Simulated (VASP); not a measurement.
# BeSiSb2 (P-4m2) in VASP: settings compared, part 2 of 2

VASP 6.6.1. The steps go on from the part before.

**5. Relaxation of cell and atoms, LDA**

File INCAR:

```
ALGO = Normal ; EDIFF = 1E-6
EDIFFG = -0.005 ; ENCUT = 600
GGA = CA ; IBRION = 2
ISIF = 3 ; ISMEAR = -1
LASPH = T ; LCHARG = F
LREAL = F ; LWAVE = F
NELM = 100 ; NSW = 80
PREC = Accurate ; SIGMA = 0.02
```

File KPOINTS:

```
k-points
0
Gamma
  6 6 4
```

File POSCAR:

```
BeSiSb2
1.0
    4.1438078273      0.0000000000      0.0000000000
    0.0000000000      4.1438078273      0.0000000000
    0.0000000000      0.0000000000      5.8016620208
Be Sb Si
1 2 1
Direct
    0.0000000000      0.0000000000      0.0000000000
    0.0000000000      0.5000000000      0.2237720228
    0.5000000000      0.0000000000      0.7762279772
    0.5000000000      0.5000000000      0.5000000000
```

On the command line:

```bash
> cat potpaw_LDA.64/Be/POTCAR potpaw_LDA.64/Sb/POTCAR potpaw_LDA.64/Si/POTCAR > POTCAR
> mpirun -np 1 vasp_std > vasp.out
```

Wall time 52 s (1 thread of AMD EPYC 9R45 (Zen 5), shared host); peak memory 0.21 GiB.

It converged, with:

```yaml
Free_energy: -19.3957 eV
Relaxed_volume: 23.69 Å³/atom
Relaxed_cell: a = 4.074 Å, b = 4.074 Å, c = 5.708 Å, α = 90.00°, β = 90.00°, γ = 90.00°
Space_group_after_relaxing_to_0.05_Å: P-4m2 (No. 115)
Energy_gained_by_relaxing: 11.7 meV/atom
Ionic_steps: 6
Pressure_after_relaxing: 0.0 GPa
Band_gap_on_the_k_mesh: zero (band 8 reaches 5.97 eV, above the bottom of band 9 at 5.68 eV)
```

Step by step:
| step | energy change (eV) | largest force (eV/Å) | pressure (GPa) | volume (Å³) |
| --- | --- | --- | --- | --- |
| 1 | 0.0000 | 0.0071 | -2.95 | 99.62 |
| 2 | -0.0400 | 0.1235 | 1.24 | 93.16 |
| 3 | -0.0463 | 0.0846 | 0.00 | 94.82 |
| 4 | -0.0468 | 0.0331 | 0.00 | 94.78 |
| 5 | -0.0469 | 0.0022 | 0.00 | 94.76 |
| 6 | -0.0469 | 0.0010 | 0.00 | 94.75 |

Final structure:
```
CELL_PARAMETERS angstrom
4.07432 0.00000 0.00000
0.00000 4.07432 0.00000
0.00000 0.00000 5.70786
ATOMIC_POSITIONS crystal
Be 0.00000 0.00000 0.00000
Sb 0.00000 0.50000 0.22269
Sb 0.50000 0.00000 0.77731
Si 0.50000 0.50000 0.50000
```

Levels at points of the mesh, in eV from the Fermi level:
| k point | band 4 | band 5 | band 6 | band 7 | band 8 | band 9 | band 10 | band 11 | band 12 |
| --- | --- | --- | --- | --- | --- | --- | --- | --- | --- |
| (0.00, 0.00, 0.00) | -3.10 | -3.10 | -0.28 | 0.00 | 0.00 | 0.33 | 0.98 | 2.32 | 2.32 |
| (0.50, 0.00, 0.00) | -4.19 | -4.15 | -3.38 | -1.97 | -1.04 | 1.51 | 3.27 | 3.62 | 4.23 |
| (0.50, 0.50, 0.00) | -5.00 | -3.66 | -3.02 | -3.02 | -2.13 | -0.29 | 0.77 | 0.77 | 2.29 |
| (0.00, 0.00, 0.50) | -3.04 | -2.34 | -2.34 | -1.75 | -1.75 | 0.83 | 1.08 | 3.13 | 3.69 |
| (0.50, 0.00, 0.50) | -5.70 | -1.86 | -1.73 | -0.94 | -0.88 | 0.08 | 2.51 | 2.75 | 3.16 |
| (0.50, 0.50, 0.50) | -4.72 | -4.56 | -3.75 | -3.75 | -3.19 | 3.30 | 3.63 | 3.63 | 3.71 |

Caveat: spin-orbit coupling is left out, which moves the levels of the heavy elements.

**6. Single point, r2SCAN**

This run uses another cell than the first one, of 24.55 Å³/atom, 0.986 times its volume.

File POSCAR:

```
BeSiSb2
1.0
    4.1218505758      0.0000000000      0.0000000000
    0.0000000000      4.1218505758      0.0000000000
    0.0000000000      0.0000000000      5.7792125733
Be Sb Si
1 2 1
Direct
    0.0000000000      0.0000000000      0.0000000000
    0.0000000000      0.5000000000      0.2262088293
    0.5000000000      0.0000000000      0.7737911707
    0.5000000000      0.5000000000      0.5000000000
```

File INCAR.step1:

```
SYSTEM = BeSiSb2
ALGO     = Normal         ! electronic algorithm
EDIFF    = 1E-4           ! SCF threshold, eV
ENCUT    = 520            ! plane-wave cutoff, eV
GGA      = PE             ! functional
ISMEAR   = -1             ! smearing method
LASPH    = .TRUE.         ! aspherical terms in the spheres
LCHARG   = .FALSE.        ! write CHGCAR
LREAL    = .FALSE.        ! projectors in reciprocal space
LWAVE    = .TRUE.         ! write WAVECAR
NBANDS   = 16             ! bands
NELM     = 100            ! most SCF steps
PREC     = Accurate       ! precision mode
SIGMA    = 0.02           ! smearing width, eV
```

File INCAR.step2:

```
SYSTEM = BeSiSb2
ALGO     = Normal         ! electronic algorithm
EDIFF    = 1E-7           ! SCF threshold, eV
ENCUT    = 520            ! plane-wave cutoff, eV
ISIF     = 2              ! what is computed and relaxed
ISMEAR   = -1             ! smearing method
ISTART   = 1            
LASPH    = .TRUE.         ! aspherical terms in the spheres
LCHARG   = .FALSE.        ! write CHGCAR
LMIXTAU  = .TRUE.       
LREAL    = .FALSE.        ! projectors in reciprocal space
LWAVE    = .FALSE.        ! write WAVECAR
METAGGA  = R2SCAN         ! meta-GGA
NBANDS   = 16             ! bands
NELM     = 100            ! most SCF steps
PREC     = Accurate       ! precision mode
SIGMA    = 0.02           ! smearing width, eV
```

File KPOINTS:

```
k-points
0
G
  6 6 4
  0 0 0
```

Potentials or basis: VASP PAW PBE potentials, release 64 (Be, Sb, Si).

On the command line:

```bash
> cat potpaw_PBE.64/Be/POTCAR potpaw_PBE.64/Sb/POTCAR potpaw_PBE.64/Si/POTCAR > POTCAR
> cp INCAR.step1 INCAR
> mpirun -np 1 vasp_std > vasp.out
> cp INCAR.step2 INCAR
> mpirun -np 1 vasp_std > vasp.out
```

Wall time 92 s (1 thread of AMD EPYC 9R45 (Zen 5), shared host); peak memory 0.22 GiB.

Results (log left out):

| Quantity | Value |
| --- | --- |
| Free energy | -64.3103 eV |
| Pressure | 0.3 GPa |
| Largest force | 0.027 eV/Å |
| Band gap on the k mesh | 0.07 eV, indirect (least direct gap 0.56 eV) |

Forces in eV/Å, atoms in the order of the input:
```
Be   0.000  0.000  0.000
Sb   0.000  0.000 -0.027
Sb   0.000  0.000  0.027
Si   0.000  0.000  0.000
```

Levels at points of the mesh, in eV from the valence-band top:
| k point | band 6 | band 7 | band 8 | band 9 | band 10 | band 11 |
| --- | --- | --- | --- | --- | --- | --- |
| (0.00, 0.00, 0.00) | -0.24 | 0.00 | 0.00 | 0.56 | 1.19 | 2.51 |
| (0.50, 0.00, 0.00) | -3.44 | -2.11 | -0.99 | 1.70 | 3.63 | 3.84 |
| (0.50, 0.50, 0.00) | -3.07 | -3.07 | -2.13 | 0.07 | 1.12 | 1.12 |
| (0.00, 0.00, 0.50) | -2.48 | -1.69 | -1.69 | 1.03 | 1.34 | 3.53 |
| (0.50, 0.00, 0.50) | -1.79 | -0.92 | -0.89 | 0.33 | 2.75 | 2.98 |
| (0.50, 0.50, 0.50) | -3.76 | -3.76 | -3.19 | 3.59 | 3.98 | 3.98 |

Caveat: the PAW data sets were made with another functional, which shifts forces and pressure a little; spin-orbit coupling is left out, which moves the levels of the heavy elements. A k mesh can miss the band edges.

**7. Single point, LDA**

This run uses another cell than the first one, of 24.55 Å³/atom, 0.986 times its volume.

File INCAR:

```
ALGO = Normal ; EDIFF = 1E-7
ENCUT = 520 ; ISIF = 2
ISMEAR = -1 ; LASPH = True
LCHARG = False ; LREAL = False
LWAVE = False ; NBANDS = 16
NELM = 100 ; PREC = Accurate
SIGMA = 0.02
```

File KPOINTS:

```
k-points
0
Gamma
  6 6 4
```

POSCAR is that of step 6.

Potentials or basis: VASP PAW LDA potentials, release 64 (Be, Sb, Si).

On the command line:

```bash
> cat potpaw_LDA.64/Be/POTCAR potpaw_LDA.64/Sb/POTCAR potpaw_LDA.64/Si/POTCAR > POTCAR
> mpirun -np 1 vasp_std > vasp.out
```

Wall time 22 s (1 thread of AMD EPYC 9R45 (Zen 5), shared host); peak memory 0.17 GiB.

It converged, with:

| Item | Value |
| --- | --- |
| Free energy | -19.3687 eV |
| Pressure | -2.1 GPa |
| Largest force | 0.180 eV/Å |
| Band gap on the k mesh | zero (band 8 reaches 5.58 eV, above the bottom of band 9 at 5.44 eV) |

Forces in eV/Å, atoms in the order of the input:
```
Be   0.000  0.000  0.000
Sb   0.000  0.000 -0.180
Sb   0.000  0.000  0.180
Si   0.000  0.000  0.000
```

Stress tensor (GPa, compression positive):
```
-2.12  0.00  0.00
 0.00 -2.12  0.00
 0.00  0.00 -1.98
```

Levels at points of the mesh, in eV from the Fermi level:
| k point | band 5 | band 6 | band 7 | band 8 | band 9 | band 10 | band 11 | band 12 |
| --- | --- | --- | --- | --- | --- | --- | --- | --- |
| (0.00, 0.00, 0.00) | -2.98 | -0.24 | 0.02 | 0.02 | 0.28 | 0.98 | 2.35 | 2.35 |
| (0.50, 0.00, 0.00) | -3.94 | -3.28 | -1.94 | -0.92 | 1.44 | 3.31 | 3.60 | 4.21 |
| (0.50, 0.50, 0.00) | -3.55 | -2.89 | -2.89 | -2.01 | -0.13 | 0.86 | 0.86 | 2.30 |
| (0.00, 0.00, 0.50) | -2.30 | -2.30 | -1.59 | -1.59 | 0.84 | 1.11 | 3.13 | 3.72 |
| (0.50, 0.00, 0.50) | -1.85 | -1.66 | -0.85 | -0.83 | 0.02 | 2.44 | 2.79 | 3.16 |
| (0.50, 0.50, 0.50) | -4.36 | -3.58 | -3.58 | -3.05 | 3.24 | 3.63 | 3.63 | 3.77 |

Caveat: spin-orbit coupling is left out, which moves the levels of the heavy elements.

**8. Overview**

| task | level | potentials or basis | cell | cutoff (eV) | gap on the mesh (eV) | pressure (GPa) | relaxed volume (Å³/atom) | largest force (eV/Å) |
| --- | --- | --- | --- | --- | --- | --- | --- | --- |
| single point | PBE | VASP PAW PBE potentials, release 64 (Be, Sb, Si) | a = 4.144, b = 4.144, c = 5.802 Å, 4 atoms | 520 | none | 0.3 | - | 0.02 |
| relaxation of cell and atoms | PBE | VASP PAW PBE potentials, release 64 (Be, Sb, Si) | relaxed from a = 3.914, b = 3.914, c = 5.535 Å, 4 atoms | 600 | none | 0.0 | 25.02 | - |
| single point | LDA | VASP PAW LDA potentials, release 64 (Be, Sb, Si) | a = 4.066, b = 4.066, c = 5.692 Å, 4 atoms | 520 | none | 0.5 | - | 0.04 |
| relaxation of cell and atoms | LDA | VASP PAW LDA potentials, release 64 (Be, Sb, Si) | relaxed from a = 4.144, b = 4.144, c = 5.802 Å, 4 atoms | 600 | none | 0.0 | 23.69 | - |
| single point | r2SCAN | VASP PAW PBE potentials, release 64 (Be, Sb, Si) | a = 4.122, b = 4.122, c = 5.779 Å, 4 atoms | 520 | 0.07 | 0.3 | - | 0.03 |
| single point | LDA | VASP PAW LDA potentials, release 64 (Be, Sb, Si) | a = 4.122, b = 4.122, c = 5.779 Å, 4 atoms | 520 | none | -2.1 | - | 0.18 |

Alike in all rows: no spin polarisation; k mesh 6 × 6 × 4; smearing fermi-dirac 0.02 eV.

Caveats: spin-orbit coupling is left out, which moves the levels of the heavy elements; the volume moved by over 15 % at a fixed basis, so the end points are rough (some runs); the PAW data sets were made with another functional, which shifts forces and pressure a little (some runs).

Absolute energies hang on the potentials; compare differences alone.
